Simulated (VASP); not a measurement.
# SiC (F-43m) in VASP: further runs, part 2 of 2

VASP 6.6.1. Earlier steps stand in the parts before.

### 5 Single point, PBE+D3(BJ) (volume scaled by 0.98)

INCAR reads:

```
SYSTEM = SiC
ALGO     = Normal         ! electronic algorithm
EDIFF    = 1E-6           ! SCF threshold, eV
ENCUT    = 520            ! plane-wave cutoff, eV
GGA      = PE             ! functional
ISIF     = 2              ! what is computed and relaxed
ISMEAR   = 0              ! smearing method
IVDW     = 12             ! dispersion correction
LASPH    = .True.         ! aspherical terms in the spheres
LCHARG   = .True.         ! write CHGCAR
LELF     = .True.         ! ELF
LREAL    = .False.        ! projectors in reciprocal space
LVHAR    = .True.       
LWAVE    = .False.        ! write WAVECAR
NBANDS   = 11             ! bands
NELM     = 60             ! most SCF steps
PREC     = Accurate       ! precision mode
SIGMA    = 0.05           ! smearing width, eV
```

KPOINTS reads:

```
k-points
0
Gamma
  10 10 10
  0 0 0
```

POSCAR reads:

```
SiC
1.0
    0.0000000000      2.1616210389      2.1616210389
    2.1616210389      0.0000000000      2.1616210389
    2.1616210389      2.1616210389      0.0000000000
Si C
1 1
Direct
    0.0000000000      0.0000000000      0.0000000000
    0.7500000000      0.7500000000      0.7500000000
```

Potentials or basis: VASP PAW PBE potentials, release 64 (Si, C).

Started as:

```sh
cat potpaw_PBE.64/Si/POTCAR potpaw_PBE.64/C/POTCAR > POTCAR
mpirun -np 1 vasp_std > vasp.out
```

OUTCAR:

```text
SYSTEM = SiC
   EDIFF = 1E-6
   ENCUT = 520
   GGA = PE
   ISIF = 2
   ISMEAR = 0
   IVDW = 12
   LASPH = .True.
   LREAL = .False.
   NELM = 60
   PREC = Accurate
 IVDW          = 12

 ion  position               nearest neighbor table
   1  0.000  0.000  0.000-   2 1.87   2 1.87   2 1.87   2 1.87
   2  0.750  0.750  0.750-   1 1.87   1 1.87   1 1.87   1 1.87

  LATTYP: Found a face centered cubic cell.
 ALAT       =     4.3232420778

  Lattice vectors:

 A1 = (   0.0000000000,   2.1616210389,   2.1616210389)
 A2 = (   2.1616210389,   0.0000000000,   2.1616210389)
 A3 = (   2.1616210389,   2.1616210389,   0.0000000000)

Analysis of symmetry for initial positions (statically):
=====================================================================
 Subroutine PRICEL returns:
 Original cell was already a primitive cell.

 Routine SETGRP: Setting up the symmetry group for a
 face centered cubic supercell.

 Subroutine GETGRP returns: Found 24 space group operations
 (whereof 24 operations were pure point group operations)
 out of a pool of 48 trial point group operations.

The static configuration has the point symmetry T_d .

Analysis of symmetry for dynamics (positions and initial velocities):
=====================================================================
 Subroutine PRICEL returns:
 Original cell was already a primitive cell.

 Routine SETGRP: Setting up the symmetry group for a
 face centered cubic supercell.

 Subroutine GETGRP returns: Found 24 space group operations
 (whereof 24 operations were pure point group operations)
 out of a pool of 48 trial point group operations.

The dynamic configuration has the point symmetry T_d .

 Subroutine INISYM returns: Found 24 space group operations
 (whereof 24 operations are pure point group operations),
 and found     1 'primitive' translations

----------------------------------------------------------------------------------------

                                     Primitive cell

  volume of cell :      20.2008

  direct lattice vectors                    reciprocal lattice vectors
     0.000000000  2.161621039  2.161621039    -0.231307889  0.231307889  0.231307889
     2.161621039  0.000000000  2.161621039     0.231307889 -0.231307889  0.231307889
     2.161621039  2.161621039  0.000000000     0.231307889  0.231307889 -0.231307889

  length of vectors
     3.056993790  3.056993790  3.056993790     0.400637016  0.400637016  0.400637016

  position of ions in fractional coordinates (direct lattice)
     0.000000000  0.000000000  0.000000000
     0.750000000  0.750000000  0.750000000

  ion indices of the primitive-cell ions
   primitive index   ion index
                 1           1
                 2           2

----------------------------------------------------------------------------------------

 KPOINTS: k-points

Automatic generation of k-mesh.
 Grid dimensions read from file:
 generate k-points for:   10   10   10

 Generating k-lattice:

  Cartesian coordinates                     Fractional coordinates (reciprocal lattice)
    -0.023130789  0.023130789  0.023130789     0.100000000  0.000000000  0.000000000
     0.023130789 -0.023130789  0.023130789     0.000000000  0.100000000  0.000000000
     0.023130789  0.023130789 -0.023130789     0.000000000  0.000000000  0.100000000

  Length of vectors
     0.040063702  0.040063702  0.040063702

  Shift w.r.t. Gamma in fractional coordinates (k-lattice)
     0.000000000  0.000000000  0.000000000

 Subroutine IBZKPT returns following result:
 ===========================================

 Found     47 irreducible k-points:

 Following reciprocal coordinates:
            Coordinates               Weight
  0.000000  0.000000  0.000000      1.000000
  0.100000  0.000000  0.000000      8.000000
  0.200000  0.000000  0.000000      8.000000
  0.300000  0.000000  0.000000      8.000000
  0.400000  0.000000  0.000000      8.000000
  0.500000  0.000000  0.000000      4.000000
[... 16 lines left out ...]
  0.300000  0.300000  0.000000      6.000000
  0.400000  0.300000  0.000000     24.000000
 [... further k-points ...]
   k-points           NKPTS =     47   k-points in BZ     NKDIM =     47   number of bands    NBANDS=     11
   number of dos      NEDOS =    301   number of ions     NIONS =      2
   total plane-waves  NPLWV =  13824
   dimension x,y,z NGX =    24 NGY =   24 NGZ =   24
   dimension x,y,z NGXF=    48 NGYF=   48 NGZF=   48
   ions per type =               1   1
   NGX,Y,Z   is equivalent  to a cutoff of  13.05, 13.05, 13.05 a.u.
   NGXF,Y,Z  is equivalent  to a cutoff of  26.10, 26.10, 26.10 a.u.
 SYSTEM =  SiC
   PREC   = accura    normal or accurate (medium, high low for compatibility)
   ISTART =      0    job   : 0-new  1-cont  2-samecut
   ICHARG =      2    charge: 1-file 2-atom 10-const
   ISPIN  =      1    spin polarized calculation?
   LNONCOLLINEAR =      F non collinear calculations
   LSORBIT =      F    spin-orbit coupling
   LASPH  =      T    aspherical Exc in radial PAW
   ENCUT  =  520.0 eV  38.22 Ry    6.18 a.u.   5.68  5.68  5.68*2*pi/ulx,y,z
   NELM   =     60;   NELMIN=  2; NELMDL= -5     # of ELM steps
   EDIFF  = 0.1E-05   stopping-criterion for ELM
   LREAL  =      F    real-space projection
   EDIFFG = 0.1E-04   stopping-criterion for IOM
   NSW    =      0    number of steps for IOM
   IBRION =     -1    ionic relax: 0-MD 1-quasi-New 2-CG
   NFREE  =      0    steps in history (QN), initial steepest desc. (CG)
   ISIF   =      2    stress and relaxation
   ISYM   =      2    0-nonsym 1-usesym 2-fastsym
   POTIM  = 0.5000    time-step for ionic-motion
   TEBEG  =    0.0;   TEEND  =   0.0 temperature during run
   PSTRESS=    0.0 pullay stress
   NELECT =       8.0000    total number of electrons
   NUPDOWN=      -1.0000    fix difference up-down
   EMIN   =  10.00;   EMAX   =-10.00  energy-range for DOS
   EFERMI =   0.00;   METHOD = LEGACY
   ISMEAR =     0;   SIGMA  =   0.05  broadening in eV -4-tet -1-fermi 0-gaus
   EFERMI_NEDOS =   21; number of points for ismear=-14 and -15
   IALGO  =     38    algorithm
   IMIX   =      4    mixing-type and parameters
     AMIX     =   0.40;   BMIX     =  1.00
     AMIX_MAG =   1.60;   BMIX_MAG =  1.00
  volume/ion in A,a.u.               =      10.10        68.16
  Fermi-wavevector in a.u.,A,eV,Ry     =   1.202214  2.271856 19.664766  1.445320
  Thomas-Fermi vector in A             =   2.338002
   LORBIT       =      0    0 simple, 1 ext, 2 COOP (PROOUT), +10 PAW based schemes
   GGA     = PE    functional components
   LHFCALC =     F    Hartree Fock is set to
   AEXX    =    0.0000 exact exchange contribution
   IVDW    =    12    specifies the selected vdW correction
   LEPSILON=     F    determine dielectric tensor
   LRPA    =     F    only Hartree local field effects (RPA)
 non-spin polarized calculation
 Gauss-broadening in eV      SIGMA  =   0.05
  energy-cutoff  :      520.00
  volume of cell :       20.20
 maximum number of plane-waves:       552
   NGX = 11   NGY = 11   NGZ = 11

 number of electron       8.0000000 magnetization

 Free energy of the ion-electron system (eV)
  ---------------------------------------------------
  ext. energy  EPLUGINS =         0.00000000
  ---------------------------------------------------
  free energy    TOTEN  =       -15.03922433 eV

  energy without entropy =      -15.03922433  energy(sigma->0) =      -15.03922433

 E-fermi :   8.6232     XC(G=0): -11.4615

 val. band max:        8.3787528015   @ k =   0.0000   0.0000   0.0000
 cond. band min:       9.7128744504   @ k =   0.5000   0.5000   0.0000
 fundamental gap:      1.3341216489
 Fermi energy:         8.6231737565

 k-point     1 :       0.0000    0.0000    0.0000
  band No.  band energies     occupation
      1      -7.2144      2.00000
      2       8.3788      2.00000
      3       8.3788      2.00000
      4       8.3788      2.00000
      5      14.8950      0.00000
      6      15.8552      0.00000
      7      15.8552      0.00000
      8      15.8552      0.00000
      9      23.0269      0.00000
     10      23.0269      0.00000
     11      25.2355      0.00000
[... 309 lines left out ...]
 k-point    24 :       0.4000    0.3000    0.0000
  band No.  band energies     occupation
      1      -4.0092      2.00000
      2       2.7716      2.00000
      3       5.1799      2.00000
      4       5.7168      2.00000
      5      11.2663      0.00000
      6      14.1039      0.00000
      7      20.2623      0.00000
      8      20.5409      0.00000
      9      22.4342      0.00000
     10      26.6800      0.00000
     11      30.0105      0.00000

 [... further k-points ...]

------------------------ aborting loop because EDIFF is reached ----------------------------------------

 Edisp (eV)   -0.61688

 E8    (eV) :    -0.2318

  FORCE on cell =-STRESS in cart. coord.  units (eV):
  Direction    XX          YY          ZZ          XY          YZ          ZX
  --------------------------------------------------------------------------------------
  -------------------------------------------------------------------------------------
  Total       0.50086     0.50086     0.50086     0.00000     0.00000    -0.00000
  in kB      39.72424    39.72424    39.72424     0.00000     0.00000    -0.00000
  external pressure =       39.72 kB  Pullay stress =        0.00 kB

 VOLUME and BASIS-vectors are now :
 -----------------------------------------------------------------------------
  energy-cutoff  :      520.00
  volume of cell :       20.20
      direct lattice vectors                 reciprocal lattice vectors
     0.000000000  2.161621039  2.161621039    -0.231307889  0.231307889  0.231307889
     2.161621039  0.000000000  2.161621039     0.231307889 -0.231307889  0.231307889
     2.161621039  2.161621039  0.000000000     0.231307889  0.231307889 -0.231307889

 POSITION                                       TOTAL-FORCE (eV/Angst)
 -----------------------------------------------------------------------------------
      0.00000      0.00000      0.00000        -0.000000     -0.000000     -0.000000
      3.24243      3.24243      3.24243         0.000000      0.000000      0.000000
 -----------------------------------------------------------------------------------
    total drift:                               -0.000000     -0.000000     -0.000000

  FREE ENERGIE OF THE ION-ELECTRON SYSTEM (eV)
  ---------------------------------------------------
  free  energy   TOTEN  =       -15.6561088541 eV

  energy  without entropy=      -15.6561088541  energy(sigma->0) =      -15.65610885
```

It took 18 s on 1 thread of AMD EPYC 7R13, shared host; peak memory 0.12 GiB.

What came out:

| Quantity | Value |
| --- | --- |
| Free energy | -15.6561 eV |
| Pressure | 4.0 GPa |
| Band gap on the k mesh | 1.33 eV, indirect (least direct gap 4.57 eV) |
| Dispersion energy per atom | -0.308 eV |

Caveat: three body term missing.

### 6 Single point, PBE+D3(BJ) (volume scaled by 1.02)

INCAR reads:

```
ALGO = Normal
EDIFF = 1E-6
ENCUT = 520
GGA = PE
ISIF = 2
ISMEAR = 0
IVDW = 12
LASPH = T
LCHARG = T
LELF = T
LREAL = F
LVHAR = T
LWAVE = F
NBANDS = 11
NELM = 60
PREC = Accurate
SIGMA = 0.05
```

KPOINTS reads:

```
k-points
0
Gamma
  10 10 10
```

POSCAR reads:

```
SiC
1.0
    0.0000000000      2.1906395491      2.1906395491
    2.1906395491      0.0000000000      2.1906395491
    2.1906395491      2.1906395491      0.0000000000
Si C
1 1
Direct
    0.0000000000      0.0000000000      0.0000000000
    0.7500000000      0.7500000000      0.7500000000
```

Potentials or basis: VASP PAW PBE potentials, release 64 (Si, C).

Started as:

```sh
cat potpaw_PBE.64/Si/POTCAR potpaw_PBE.64/C/POTCAR > POTCAR
mpirun -np 1 vasp_std > vasp.out
```

It took 22 s on 1 thread of AMD EPYC 7R13, shared host; peak memory 0.12 GiB.

Results (log left out):

```yaml
Free_energy: -15.6535 eV
Pressure: -4.8 GPa
Band_gap_on_the_k_mesh: 1.37 eV, indirect (least direct gap 4.53 eV)
Dispersion_energy_per_atom: -0.296 eV
```

Levels at points of the mesh, in eV from the valence-band top:
```csv
k point,band 2,band 3,band 4,band 5,band 6,band 7
"(0.00, 0.00, 0.00)",0.00,0.00,0.00,6.05,7.20,7.20
"(0.50, 0.00, 0.00)",-8.45,-1.05,-1.05,5.29,7.16,7.16
"(0.50, 0.50, 0.00)",-7.74,-3.15,-3.15,1.37,4.27,13.85
```

Caveat: three body term missing. A k mesh can miss the band edges.

### 7 Overview

```tsv
cell	gap on the mesh (eV)	pressure (GPa)
a = 3.074 Å, angles 60.0°, 2 atoms	1.35	0.1
a = 3.079 Å, angles 60.0°, 2 atoms	1.35	-0.9
a = 3.078 Å, angles 60.0°, 2 atoms	1.35	-0.6
a = 3.057 Å, angles 60.0°, 2 atoms	1.33	4.0
a = 3.098 Å, angles 60.0°, 2 atoms	1.37	-4.8
```

Alike in all rows: task single point; level PBE+D3(BJ); potentials or basis VASP PAW PBE potentials, release 64 (Si, C); no spin polarisation; k mesh 10 × 10 × 10; cutoff (eV) 520; smearing gaussian 0.05 eV.

Caveats: three body term missing.

Absolute energies hang on the potentials; compare differences alone.

### 8 Comparison with measurements

Step 2. Measured gap of SiC: 2.4 eV (indirect; quoted in “Insight into the structural, elastic and electronic properties of a new orthorhombic 6O-SiC polytype”, 2020, pmc:7200658). This calculation gives 1.35 eV (-1.05 eV). The value is that of PBE+D3(BJ) on a finite k mesh, which can miss the band edges, without temperature or zero-point motion. Semilocal functionals fall short of measured gaps as a rule.

Step 3. A measured gap of SiC is 2.4 eV (indirect; quoted in “Insight into the structural, elastic and electronic properties of a new orthorhombic 6O-SiC polytype”, 2020, pmc:7200658); the calculated 1.35 eV misses it by -1.05 eV. The value is that of PBE+D3(BJ) on a finite k mesh, which can miss the band edges, without temperature or zero-point motion. Semilocal functionals fall short of measured gaps as a rule.

Step 4. A measured gap of SiC is 2.4 eV (indirect; quoted in “Insight into the structural, elastic and electronic properties of a new orthorhombic 6O-SiC polytype”, 2020, pmc:7200658); the calculated 1.35 eV misses it by -1.05 eV. The value is that of PBE+D3(BJ) on a finite k mesh, which can miss the band edges, without temperature or zero-point motion. Semilocal functionals fall short of measured gaps as a rule.
